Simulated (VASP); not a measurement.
Input of a VASP 6.6.1 run:

INCAR

```
PREC     = Accurate       # precision mode
ENCUT    = 520            # plane-wave cutoff, eV
EDIFF    = 1E-6           # SCF threshold, eV
ISMEAR   = 1              # smearing method
SIGMA    = 0.1            # smearing width, eV
LREAL    = F              # projectors in reciprocal space
LASPH    = T              # aspherical terms in the spheres
NELM     = 150            # most SCF steps
ALGO     = Normal         # electronic algorithm
ISIF     = 2              # what is computed and relaxed
LWAVE    = F              # write WAVECAR
LCHARG   = F              # write CHGCAR
ISPIN    = 2              # spin polarisation
MAGMOM   = 2.5 -2.5 0 0   # initial moments
LORBIT   = 11             # projections on sites
LMAXMIX  = 4              # l up to which the mixer works
LDAU     = T              # DFT+U
LDAUTYPE = 1            
LDAUL    = 2 -1           # shell
LDAUU    = 4.4 0          # U, eV
LDAUJ    = 0.9 0        
LDAUPRINT= 1            
GGA      = PS             # functional
NBANDS   = 27             # bands
```

KPOINTS

```
regular mesh
0
Gamma
  7 7 4
```

File POSCAR:

```
CoO
1.0
    3.1976460000      0.0000000000      0.0000000000
   -1.5988230000      2.7692420000      0.0000000000
    0.0000000000      0.0000000000      5.2287100000
Co O
2 2
Direct
    0.0000000000      0.0000000000      0.0034740000
    0.3333333333      0.6666666667      0.5033620000
    0.0000000000      0.0000000000      0.3716090000
    0.3333333333      0.6666666667      0.8715560000
```

Potentials or basis: VASP PAW PBE potentials, release 64 (Co, O).

Launch:

```bash
$ cat potpaw_PBE.64/Co/POTCAR potpaw_PBE.64/O/POTCAR > POTCAR
$ mpirun -np 1 vasp_std > vasp.out
```

Task: Predict the largest force.

Result: 0.196 eV/Å.

Task: Estimate the net moment.

Result: 0.00 μB per cell.

Task: Predict the band gap on the k mesh.

Result: 1.24 eV, indirect (least direct gap 1.32 eV).

Forces in eV/Å, atoms in the order of the input:
```
Co   0.000  0.000 -0.196
Co   0.000  0.000 -0.186
O    0.000  0.000  0.190
O    0.000  0.000  0.192
```

Caveat: the PAW data sets were made with another functional, which shifts forces and pressure a little. The state reached can hang on the start; a lower one may exist.
